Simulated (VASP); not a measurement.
The system is GaSb.

```xyz
2
Lattice="-1.5559 2.6750 2.8933 1.5559 -2.6750 2.8933 1.5559 2.6750 -2.8933" Properties=species:S:1:pos:R:3 pbc="T T T"
Sb    0.0000    0.0000    2.8933
Ga    0.0000    0.0000    0.0000
```

* Program: VASP 6.6.1
* Task: relaxation of cell and atoms
* Functional: LDA
* Potentials or basis: VASP PAW LDA potentials, release 64 (Sb, Ga_d)
* Cutoff: 600 eV
* k mesh: 7 × 7 × 7
* Occupations: fermi-dirac, width 0.05 eV
* Spin: no spin polarisation

At the start: pressure -4.6 GPa; volume 24.08 Å³/atom.

Problem. How do energy, volume and symmetry change on relaxing?

Solution. Over 8 steps the energy falls by 30.1 meV/atom and the volume is 22.19 Å³/atom (-7.9 %); space group Immm (No. 71, to 0.05 Å).

The path:
```tsv
step	energy change (eV)	largest force (eV/Å)	pressure (GPa)	volume (Å³)
1	0.0000	0.0000	-4.63	48.17
2	-0.0561	0.0000	1.41	43.48
3	-0.0600	0.0000	-0.02	44.36
4	-0.0599	0.0000	0.17	44.28
5	-0.0600	0.0000	-0.14	44.43
6	-0.0600	0.0000	-0.08	44.40
7	-0.0600	0.0000	-0.10	44.41
8	-0.0601	0.0000	-0.08	44.38
```

Final structure:
```yaml
crystal:
  lattice:
    - [-1.52207, 2.59681, 2.80688]
    - [1.52207, -2.59681, 2.80688]
    - [1.52207, 2.59681, -2.80688]
  atoms:
    - { symbol: Sb, position: [0.50000, 0.50000, 0.00000] }
    - { symbol: Ga, position: [0.00000, 0.00000, 0.00000] }
```
